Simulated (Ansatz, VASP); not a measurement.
**One calculation of HgTe, two programs**

```
Hg Te
1.0
     0.03223    3.23962    3.23962
     3.23962    0.03223    3.23962
     3.23962    3.23962    0.03223
Hg Te
1 1
Cartesian
  0.0000 0.0000 0.0000
  4.8836 4.8836 4.8836
```

Change from the starting cell: equal xy, yz and zx shear strains of +1 %, crystal datasets.

Alike in both runs: task electric field gradients; functional PBEsol; k mesh 9 × 9 × 9; occupations fermi-dirac, width 0.05 eV; no spin polarisation.

|  | VASP | Ansatz |
| --- | --- | --- |
| version | VASP 6.6.1 | Ansatz 0.2.0 |
| potentials or method | VASP PAW PBE potentials, release 64 (Hg, Te), cutoff 520 eV | all-electron PAW with datasets made for the crystal, scalar-relativistic |

```csv
,VASP,Ansatz,Ansatz less VASP
pressure (GPa),1.5,1.4,-0.12
"traceless stress, the component that is largest in VASP (GPa)",-0.41,-0.41,+0.006
rms of the force components (eV/Å),0.057,0.055,-0.0016
size of Vzz on the site where it differs most (V/Å²),28.2,23.5,-4.68
```

VASP's potentials were made for PBE, not for PBEsol. Atom by atom the forces differ by 0.002 eV/Å (rms over components). Ansatz ran all-electron here, and VASP with PAW potentials.

Neither program's run includes spin-orbit coupling.
